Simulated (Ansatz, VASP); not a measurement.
# Two plane-wave programs on BaOs3

INCAR

```
PREC = Accurate
ENCUT = 600
EDIFF = 1E-6
ISMEAR = 0
SIGMA = 0.1
LREAL = F
LASPH = T
NELM = 80
ALGO = Fast
ISIF = 3
LWAVE = F
LCHARG = F
GGA = PE
IBRION = 2
NSW = 100
EDIFFG = -0.01
```

File KPOINTS:

```
Automatic mesh
0
Gamma
  12 12 12
```

File POSCAR:

```
BaOs3
1.0
    4.1909147000      0.0000000000      0.0000000000
    0.0000000000      4.1909147000      0.0000000000
    0.0000000000      0.0000000000      4.1909147000
Ba Os
1 3
Direct
    0.0000000000      0.0000000000      0.0000000000
    0.0000000000      0.5000000000      0.5000000000
    0.5000000000      0.0000000000      0.5000000000
    0.5000000000      0.5000000000      0.0000000000
```

Input for Ansatz:

```yaml
crystal:
  lattice:
    - [4.1909147, 0.0, 0.0]
    - [0.0, 4.1909147, 0.0]
    - [0.0, 0.0, 4.1909147]
  atoms:
    - { symbol: Ba, position: [0.0, 0.0, 0.0] }
    - { symbol: Os, position: [0.0, 0.5, 0.5] }
    - { symbol: Os, position: [0.5, 0.0, 0.5] }
    - { symbol: Os, position: [0.5, 0.5, 0.0] }
basis:
  ecutwfc: 420
kpoints:
  mp_grid: { grid: [12, 12, 12] }
hamiltonian:
  xc: pbe
scf:
  occupations: { method: gaussian, width: 0.1 }
output:
  forces: true
  stress: true
  eigenvalues: true
relax:
  adjacent_minimum: "off"
  f_tol: 0.01
  max_steps: 80
  cell: { stress_tol: 0.05 }
```

Alike in both runs: task relaxation of cell and atoms; functional PBE; k mesh 12 × 12 × 12; occupations gaussian, width 0.1 eV; no spin polarisation.

|  | VASP | Ansatz |
| --- | --- | --- |
| version | VASP 6.6.1 | Ansatz 0.2.0 |
| potentials or method | VASP PAW PBE potentials, release 64 (Ba_sv, Os), cutoff 600 eV | scalar-relativistic, plane waves, PAW |
| valence electrons in the cell | 34 | 58 |

VASP gave:

```
gap on the k mesh at the Fermi level, each at its own relaxed structure (eV) : none
relaxed volume (Å³/atom)                                                     : 18.90
relaxed cell length with the largest relative difference (Å)                 : 4.228
```

Task: What did Ansatz give for the same quantities?

Result: gap on the k mesh at the Fermi level, each at its own relaxed structure (eV): none; relaxed volume (Å³/atom): 18.34; relaxed cell length with the largest relative difference (Å): 4.186.

A gap of «none» marks a metal or a gap that the smearing closes. VASP's potentials hold 34 valence electrons a cell and Ansatz's 58, so a difference there can come from the potentials and not from the codes.

Neither program's run includes spin-orbit coupling.
